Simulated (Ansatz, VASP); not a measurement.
# ZrB: VASP beside Ansatz

```xyz
2
Lattice="-0.0698 2.3250 2.3250 2.2553 0.0000 2.2553 2.3250 2.3250 -0.0698" Properties=species:S:1:pos:R:3 pbc="T T T"
Zr    0.0000    0.0000    0.0000
B     2.2553    2.3250    2.2553
```

Change from the starting cell: strain -0.0600 x Voigt [0, 0, 0, 0, 1, 0], atoms carried along.

Alike in both runs: task single point; functional PBE; k mesh 18 × 18 × 18; occupations gaussian, width 0.15 eV; no spin polarisation.

```csv
,VASP,Ansatz
version,VASP 6.6.1,Ansatz 0.2.0
potentials or method,"VASP PAW PBE potentials, release 64 (Zr_sv, B), cutoff 520 eV","scalar-relativistic, plane waves, PAW"
valence electrons in the cell,15,15
```

```csv
,VASP,Ansatz,Ansatz less VASP
gap on the k mesh at the Fermi level (eV),none,none,-
pressure (GPa),35.2,35.0,-0.16
"traceless stress, the component that is largest in VASP (GPa)",3.51,3.52,+0.012
```

A gap of «none» marks a metal or a gap that the smearing closes. Both programs put the cell under a high pressure, so it lies far from rest at this level.
